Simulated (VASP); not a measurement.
# CaO (Fm-3m) in VASP: further runs, part 2 of 2

VASP 6.6.1. The steps go on from the part before.

### Step 3. Phonons, r2SCAN

This run uses another cell than the first one, of 14.03 Å³/atom, 1.018 times its volume.

File INCAR:

```
ALGO = Normal ; EDIFF = 1E-8
ENCUT = 520 ; IBRION = 6
ISIF = 2 ; ISMEAR = 0
LASPH = True ; LCHARG = True
LMIXTAU = True ; LREAL = False
LWAVE = False ; METAGGA = R2SCAN
NELM = 80 ; NFREE = 2
NSW = 1 ; POTIM = 0.015
PREC = Accurate ; SIGMA = 0.01
```

File KPOINTS:

```
k-points
0
Gamma
  8 8 8
```

File POSCAR:

```
CaO
1.0
    2.4117632683      2.4117632683      0.0000000000
   -2.4117632683      2.4117632683      0.0000000000
    0.0000000000      2.4117632683      2.4117632683
Ca O
1 1
Direct
    0.0000000000      0.0000000000      0.0000000000
    0.5000000000      0.5000000000      0.0000000000
```

Potentials or basis: VASP PAW PBE potentials, release 64 (Ca_sv, O).

The run is started by

```bash
> cat potpaw_PBE.64/Ca_sv/POTCAR potpaw_PBE.64/O/POTCAR > POTCAR
> mpirun -np 1 vasp_std > vasp.out
```

OUTCAR:

```text
EDIFF = 1E-8
   ENCUT = 520
   IBRION = 6
   ISIF = 2
   ISMEAR = 0
   LASPH = True
   LREAL = False
   METAGGA = R2SCAN
   NELM = 80
   NFREE = 2
   NSW = 1
   POTIM = 0.015
   PREC = Accurate

 ion  position               nearest neighbor table
   1  0.000  0.000  0.000-   2 2.41   2 2.41   2 2.41   2 2.41   2 2.41   2 2.41
   2  0.500  0.500  0.000-   1 2.41   1 2.41   1 2.41   1 2.41   1 2.41   1 2.41

  LATTYP: Found a face centered cubic cell.
 ALAT       =     4.8235265366

  Lattice vectors:

 A1 = (   0.0000000000,   2.4117632683,   2.4117632683)
 A2 = (   2.4117632683,   0.0000000000,   2.4117632683)
 A3 = (   2.4117632683,   2.4117632683,   0.0000000000)

Analysis of symmetry for initial positions (statically):
=====================================================================
 Subroutine PRICEL returns:
 Original cell was already a primitive cell.

 Routine SETGRP: Setting up the symmetry group for a
 face centered cubic supercell.
[... 698 lines left out ...]
  Total       -0.1715722     -0.1778905     -0.1778905      0.0000000      0.0000000     -0.0000000
  in kB       -9.7976849    -10.1584920    -10.1584920      0.0000000      0.0000000     -0.0000000
  external PRESSURE =     -10.0382230 kB  Pullay stress =       0.0000000 kB
[... 17 lines left out ...]
  FREE ENERGIE OF THE ION-ELECTRON SYSTEM (eV)
  ---------------------------------------------------
  free  energy   TOTEN  =       -19.4533156443 eV

  energy  without entropy=      -19.4533156443  energy(sigma->0) =      -19.45331564

 INTERNAL STRAIN TENSORS FROM DISPLACED ATOMS
 ============================================

 INTERNAL STRAIN TENSOR FOR ION    1 for displacements in x,y,z  (eV/Angst):
          X           Y           Z          XY          YZ          ZX
  --------------------------------------------------------------------------------
  x     0.00000     0.00000     0.00000     0.00000     0.00000     0.00000
  y     0.00000     0.00000     0.00000     0.00000     0.00000     0.00000
  z     0.00000     0.00000     0.00000     0.00000     0.00000     0.00000

 INTERNAL STRAIN TENSOR FOR ION    2 for displacements in x,y,z  (eV/Angst):
          X           Y           Z          XY          YZ          ZX
  --------------------------------------------------------------------------------
  x     0.00000     0.00000     0.00000     0.00000     0.00000     0.00000
  y     0.00000     0.00000     0.00000     0.00000     0.00000     0.00000
  z     0.00000     0.00000     0.00000     0.00000     0.00000     0.00000

 Eigenvectors and eigenvalues of the dynamical matrix
 ----------------------------------------------------

   1 f  =    8.552755 THz    53.738545 2PiTHz  285.289200 cm-1    35.371337 meV
             X         Y         Z           dx          dy          dz
      0.000000  0.000000  0.000000    -0.532651   -0.000000   -0.000000
      0.000000  2.411763  0.000000     0.846335    0.000000    0.000000
[... 21 lines left out ...]
   6 f/i=    0.015159 THz     0.095244 2PiTHz    0.505635 cm-1     0.062691 meV
             X         Y         Z           dx          dy          dz
      0.000000  0.000000  0.000000    -0.846335   -0.000000    0.000000
      0.000000  2.411763  0.000000    -0.532651    0.000000    0.000000

 ELASTIC MODULI CONTR FROM IONIC RELAXATION (kBar)
 Direction    XX          YY          ZZ          XY          YZ          ZX
 --------------------------------------------------------------------------------
 XX           0.0000      0.0000      0.0000      0.0000      0.0000      0.0000
 YY           0.0000      0.0000      0.0000      0.0000      0.0000      0.0000
 ZZ           0.0000      0.0000      0.0000      0.0000      0.0000      0.0000
 XY           0.0000      0.0000      0.0000      0.0000      0.0000      0.0000
 YZ           0.0000      0.0000      0.0000      0.0000      0.0000      0.0000
 ZX           0.0000      0.0000      0.0000      0.0000      0.0000      0.0000
 --------------------------------------------------------------------------------
```

OSZICAR:

```text
N       E                     dE             d eps       ncg     rms          rms(c)
DAV:   1     0.126965926497E+03    0.12697E+03   -0.88872E+03   696   0.140E+03
DAV:   2    -0.184183724615E+02   -0.14538E+03   -0.13744E+03   824   0.348E+02
DAV:   3    -0.249797604128E+02   -0.65614E+01   -0.65075E+01   904   0.780E+01
[... 73 lines left out ...]
DAV:   9    -0.194533152283E+02   -0.22395E-05   -0.45812E-06  1668   0.242E-02    0.129E-03
DAV:  10    -0.194533155873E+02   -0.35896E-06   -0.47703E-07  1680   0.827E-03    0.530E-04
DAV:  11    -0.194533156479E+02   -0.60675E-07   -0.54568E-08  1836   0.243E-03    0.267E-04
DAV:  12    -0.194533156351E+02    0.12809E-07   -0.63473E-09  1016   0.103E-03    0.301E-05
DAV:  13    -0.194533156443E+02   -0.91150E-08   -0.16876E-09   808   0.490E-04
   5 F= -.19453316E+02 E0= -.19453316E+02  d E =-.234410E-29
```

stdout:

```text
POSCAR found type information on POSCAR CaO
 POSCAR found :  2 types and       2 ions
 scaLAPACK will be used
 -----------------------------------------------------------------------------
|                                                                             |
|                                                                             |
|     You enforced a specific xc type in the INCAR file but a different       |
|     I HOPE YOU KNOW WHAT YOU ARE DOING!                                     |
|                                                                             |
 -----------------------------------------------------------------------------

 LDA part: xc-table for (None), standard interpolation
 POSCAR, INCAR and KPOINTS ok, starting setup
 FFT: planning ... GRIDC
 FFT: planning ... GRID_SOFT
 FFT: planning ... GRID
 WAVECAR not read
 entering main loop
 Found     2 degrees of freedom:
 Finite differences POTIM= 0.01500 DOF=   2
 bond charge predicted
 Finite differences progress:
 bond charge predicted
 Finite differences progress:
 bond charge predicted
 Finite differences progress:
 bond charge predicted
 Finite differences progress:
```

It took 3.3 min on 1 thread of Intel Xeon 6975P-C (Granite Rapids), shared host; peak memory 0.19 GiB.

What came out:

```yaml
Highest_phonon_frequency_at_Γ_LO-TO_splitting_left_out: 285 cm⁻¹
```

Phonon frequencies in cm⁻¹ (negative: imaginary):
```
              q point           frequencies
(0.000, 0.000, 0.000)  -1 -1 -1 285 285 285
```

Caveat: the cell wasn't relaxed at this level first, which shifts response properties; the PAW data sets were made with another functional, which shifts forces and pressure a little.
